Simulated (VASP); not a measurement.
# CdTe (F-43m) in VASP: a series of runs, part 2 of 2

VASP 6.6.1. Earlier steps stand in the parts before.

## 3. Single point, PBE+D4

This run uses another cell than the first one, of 34.58 Å³/atom, 1.013 times its volume.

Contents of INCAR:

```
SYSTEM = CdTe
  ALGO = Normal
  EDIFF = 1E-6
  ENCUT = 520
  GGA = PE
  ISIF = 2
  ISMEAR = 0
  IVDW = 13
  LASPH = .TRUE.
  LCHARG = .TRUE.
  LELF = .TRUE.
  LREAL = .FALSE.
  LVHAR = .TRUE.
  LWAVE = .FALSE.
  NBANDS = 16
  NELM = 60
  PREC = Accurate
  SIGMA = 0.05
```

Contents of KPOINTS:

```
k-points
0
G
  6 6 6
  0 0 0
```

Contents of POSCAR:

```
CdTe
1.0
    0.0000000000      3.2577994637      3.2577994637
    3.2577994637      0.0000000000      3.2577994637
    3.2577994637      3.2577994637      0.0000000000
Cd Te
1 1
Direct
    0.0000000000      0.0000000000      0.0000000000
    0.2500000000      0.2500000000      0.2500000000
```

Potentials or basis: VASP PAW PBE potentials, release 64 (Cd, Te).

Command:

```bash
$ cat potpaw_PBE.64/Cd/POTCAR potpaw_PBE.64/Te/POTCAR > POTCAR
$ mpirun -np 1 vasp_std > vasp.out
```

OUTCAR:

```text
SYSTEM = CdTe
   EDIFF = 1E-6
   ENCUT = 520
   GGA = PE
   ISIF = 2
   ISMEAR = 0
   IVDW = 13
   LASPH = .TRUE.
   LREAL = .FALSE.
   NELM = 60
   PREC = Accurate

 ion  position               nearest neighbor table
   1  0.000  0.000  0.000-   2 2.82   2 2.82   2 2.82   2 2.82
   2  0.250  0.250  0.250-   1 2.82   1 2.82   1 2.82   1 2.82

  LATTYP: Found a face centered cubic cell.
 ALAT       =     6.5155989274

  Lattice vectors:

 A1 = (   0.0000000000,   3.2577994637,   3.2577994637)
 A2 = (   3.2577994637,   0.0000000000,   3.2577994637)
 A3 = (   3.2577994637,   3.2577994637,   0.0000000000)

Analysis of symmetry for initial positions (statically):
=====================================================================
 Subroutine PRICEL returns:
 Original cell was already a primitive cell.

 Routine SETGRP: Setting up the symmetry group for a
 face centered cubic supercell.

 Subroutine GETGRP returns: Found 24 space group operations
 (whereof 24 operations were pure point group operations)
 out of a pool of 48 trial point group operations.

The static configuration has the point symmetry T_d .

Analysis of symmetry for dynamics (positions and initial velocities):
=====================================================================
 Subroutine PRICEL returns:
 Original cell was already a primitive cell.

 Routine SETGRP: Setting up the symmetry group for a
 face centered cubic supercell.

 Subroutine GETGRP returns: Found 24 space group operations
 (whereof 24 operations were pure point group operations)
 out of a pool of 48 trial point group operations.

The dynamic configuration has the point symmetry T_d .

 Subroutine INISYM returns: Found 24 space group operations
 (whereof 24 operations are pure point group operations),
 and found     1 'primitive' translations

----------------------------------------------------------------------------------------

                                     Primitive cell

  volume of cell :      69.1517

  direct lattice vectors                    reciprocal lattice vectors
     0.000000000  3.257799464  3.257799464    -0.153477832  0.153477832  0.153477832
     3.257799464  0.000000000  3.257799464     0.153477832 -0.153477832  0.153477832
     3.257799464  3.257799464  0.000000000     0.153477832  0.153477832 -0.153477832

  length of vectors
     4.607224185  4.607224185  4.607224185     0.265831404  0.265831404  0.265831404

  position of ions in fractional coordinates (direct lattice)
     0.000000000  0.000000000  0.000000000
     0.250000000  0.250000000  0.250000000

  ion indices of the primitive-cell ions
   primitive index   ion index
                 1           1
                 2           2

----------------------------------------------------------------------------------------

 KPOINTS: k-points

Automatic generation of k-mesh.
 Grid dimensions read from file:
 generate k-points for:    6    6    6

 Generating k-lattice:

  Cartesian coordinates                     Fractional coordinates (reciprocal lattice)
    -0.025579639  0.025579639  0.025579639     0.166666667  0.000000000  0.000000000
     0.025579639 -0.025579639  0.025579639     0.000000000  0.166666667  0.000000000
     0.025579639  0.025579639 -0.025579639     0.000000000  0.000000000  0.166666667

  Length of vectors
     0.044305234  0.044305234  0.044305234

  Shift w.r.t. Gamma in fractional coordinates (k-lattice)
     0.000000000  0.000000000  0.000000000

 Subroutine IBZKPT returns following result:
 ===========================================

 Found     16 irreducible k-points:

 Following reciprocal coordinates:
            Coordinates               Weight
  0.000000  0.000000  0.000000      1.000000
  0.166667  0.000000  0.000000      8.000000
  0.333333  0.000000  0.000000      8.000000
  0.500000  0.000000  0.000000      4.000000
  0.166667  0.166667  0.000000      6.000000
  0.333333  0.166667  0.000000     24.000000
[... 8 lines left out ...]
 -0.333333  0.333333  0.166667     24.000000
 -0.333333  0.500000  0.166667     12.000000
   k-points           NKPTS =     16   k-points in BZ     NKDIM =     16   number of bands    NBANDS=     16
   number of dos      NEDOS =    301   number of ions     NIONS =      2
   total plane-waves  NPLWV =  46656
   dimension x,y,z NGX =    36 NGY =   36 NGZ =   36
   dimension x,y,z NGXF=    72 NGYF=   72 NGZF=   72
   ions per type =               1   1
   NGX,Y,Z   is equivalent  to a cutoff of  12.99, 12.99, 12.99 a.u.
   NGXF,Y,Z  is equivalent  to a cutoff of  25.98, 25.98, 25.98 a.u.
 SYSTEM =  CdTe
   PREC   = accura    normal or accurate (medium, high low for compatibility)
   ISTART =      0    job   : 0-new  1-cont  2-samecut
   ICHARG =      2    charge: 1-file 2-atom 10-const
   ISPIN  =      1    spin polarized calculation?
   LNONCOLLINEAR =      F non collinear calculations
   LSORBIT =      F    spin-orbit coupling
   LASPH  =      T    aspherical Exc in radial PAW
   ENCUT  =  520.0 eV  38.22 Ry    6.18 a.u.   8.57  8.57  8.57*2*pi/ulx,y,z
   NELM   =     60;   NELMIN=  2; NELMDL= -5     # of ELM steps
   EDIFF  = 0.1E-05   stopping-criterion for ELM
   LREAL  =      F    real-space projection
   EDIFFG = 0.1E-04   stopping-criterion for IOM
   NSW    =      0    number of steps for IOM
   IBRION =     -1    ionic relax: 0-MD 1-quasi-New 2-CG
   NFREE  =      0    steps in history (QN), initial steepest desc. (CG)
   ISIF   =      2    stress and relaxation
   ISYM   =      2    0-nonsym 1-usesym 2-fastsym
   POTIM  = 0.5000    time-step for ionic-motion
   TEBEG  =    0.0;   TEEND  =   0.0 temperature during run
   PSTRESS=    0.0 pullay stress
   NELECT =      18.0000    total number of electrons
   NUPDOWN=      -1.0000    fix difference up-down
   EMIN   =  10.00;   EMAX   =-10.00  energy-range for DOS
   EFERMI =   0.00;   METHOD = LEGACY
   ISMEAR =     0;   SIGMA  =   0.05  broadening in eV -4-tet -1-fermi 0-gaus
   EFERMI_NEDOS =   21; number of points for ismear=-14 and -15
   IALGO  =     38    algorithm
   IMIX   =      4    mixing-type and parameters
     AMIX     =   0.40;   BMIX     =  1.00
     AMIX_MAG =   1.60;   BMIX_MAG =  1.00
  volume/ion in A,a.u.               =      34.58       233.33
  Fermi-wavevector in a.u.,A,eV,Ry     =   1.045277  1.975287 14.865775  1.092604
  Thomas-Fermi vector in A             =   2.180066
   LORBIT       =      0    0 simple, 1 ext, 2 COOP (PROOUT), +10 PAW based schemes
   GGA     = PE    functional components
   LHFCALC =     F    Hartree Fock is set to
   AEXX    =    0.0000 exact exchange contribution
   IVDW    =    13    specifies the selected vdW correction
   LEPSILON=     F    determine dielectric tensor
   LRPA    =     F    only Hartree local field effects (RPA)
 non-spin polarized calculation
 Gauss-broadening in eV      SIGMA  =   0.05
  energy-cutoff  :      520.00
  volume of cell :       69.15
 maximum number of plane-waves:      1892
 NGX is ok and might be reduce to    36
   NGX = 17   NGY = 17   NGZ = 17

 number of electron      18.0000001 magnetization

 Free energy of the ion-electron system (eV)
  ---------------------------------------------------
  ext. energy  EPLUGINS =         0.00000000
  ---------------------------------------------------
  free energy    TOTEN  =        -4.78607432 eV

  energy without entropy =       -4.78607432  energy(sigma->0) =       -4.78607432

 E-fermi :   2.4117     XC(G=0):  -8.5125

 val. band max:        2.2055565134   @ k =   0.0000   0.0000   0.0000
 cond. band min:       2.9269829575   @ k =   0.0000   0.0000   0.0000
 fundamental gap:      0.7214264441
 Fermi energy:         2.4117035575

 k-point     1 :       0.0000    0.0000    0.0000
  band No.  band energies     occupation
      1      -8.8768      2.00000
      2      -6.0299      2.00000
      3      -6.0299      2.00000
      4      -6.0299      2.00000
      5      -5.7814      2.00000
      6      -5.7814      2.00000
[... 8 lines left out ...]
     15      11.5339      0.00000
     16      11.5339      0.00000
[... 267 lines left out ...]
 k-point    16 :      -0.3333    0.5000    0.1667
  band No.  band energies     occupation
      1      -8.3809      2.00000
      2      -5.9041      2.00000
      3      -5.9039      2.00000
      4      -5.8263      2.00000
      5      -5.7689      2.00000
      6      -5.2490      2.00000
[... 8 lines left out ...]
     15      13.2065      0.00000
     16      13.5241      0.00000

------------------------ aborting loop because EDIFF is reached ----------------------------------------

  DFT-D4 for vdW energy calculation

  Edisp (eV):   -0.69869

  FORCE on cell =-STRESS in cart. coord.  units (eV):
  Direction    XX          YY          ZZ          XY          YZ          ZX
  --------------------------------------------------------------------------------------
  -------------------------------------------------------------------------------------
  Total       0.06046     0.06046     0.06046     0.00000     0.00000     0.00000
  in kB       1.40083     1.40083     1.40083     0.00000     0.00000     0.00000
  external pressure =        1.40 kB  Pullay stress =        0.00 kB

 VOLUME and BASIS-vectors are now :
 -----------------------------------------------------------------------------
  energy-cutoff  :      520.00
  volume of cell :       69.15
      direct lattice vectors                 reciprocal lattice vectors
     0.000000000  3.257799464  3.257799464    -0.153477832  0.153477832  0.153477832
     3.257799464  0.000000000  3.257799464     0.153477832 -0.153477832  0.153477832
     3.257799464  3.257799464  0.000000000     0.153477832  0.153477832 -0.153477832

 POSITION                                       TOTAL-FORCE (eV/Angst)
 -----------------------------------------------------------------------------------
      0.00000      0.00000      0.00000        -0.000000     -0.000000     -0.000000
      1.62890      1.62890      1.62890         0.000000      0.000000      0.000000
 -----------------------------------------------------------------------------------
    total drift:                               -0.000000     -0.000000     -0.000000

  FREE ENERGIE OF THE ION-ELECTRON SYSTEM (eV)
  ---------------------------------------------------
  free  energy   TOTEN  =        -5.4847659070 eV

  energy  without entropy=       -5.4847659070  energy(sigma->0) =       -5.48476591
```

OSZICAR:

```text
N       E                     dE             d eps       ncg     rms          rms(c)
DAV:   1     0.101516111780E+03    0.10152E+03   -0.82928E+03   512   0.986E+02
DAV:   2    -0.154428222520E+01   -0.10306E+03   -0.98547E+02   632   0.238E+02
DAV:   3    -0.498547336761E+01   -0.34412E+01   -0.34371E+01   632   0.454E+01
DAV:   4    -0.501779467998E+01   -0.32321E-01   -0.32320E-01   800   0.376E+00
DAV:   5    -0.501786996463E+01   -0.75285E-04   -0.75284E-04   648   0.170E-01    0.543E+00
DAV:   6    -0.480028268815E+01    0.21759E+00   -0.37079E-01   592   0.724E+00    0.446E+00
DAV:   7    -0.478469474749E+01    0.15588E-01   -0.10642E-01   576   0.211E+00    0.171E+00
DAV:   8    -0.478564374907E+01   -0.94900E-03   -0.10711E-02   576   0.117E+00    0.465E-01
DAV:   9    -0.478597611392E+01   -0.33236E-03   -0.95874E-04   584   0.323E-01    0.108E-01
DAV:  10    -0.478603533390E+01   -0.59220E-04   -0.11259E-04   664   0.101E-01    0.559E-02
DAV:  11    -0.478607523110E+01   -0.39897E-04   -0.80218E-05   584   0.572E-02    0.375E-02
DAV:  12    -0.478607432009E+01    0.91101E-06   -0.31192E-06   640   0.143E-02
   1 F= -.54847659E+01 E0= -.54847659E+01  d E =-.162420E-10
```

Wall time 46 s (1 thread of Intel Xeon 6975P-C, shared host); peak memory 0.21 GiB.

What came out:

- Free energy: -5.4848 eV
- Pressure: 0.1 GPa
- Band gap on the k mesh: 0.72 eV, direct
- Dispersion energy per atom: -0.349 eV

Caveat: spin-orbit coupling is left out, which moves the levels of the heavy elements.
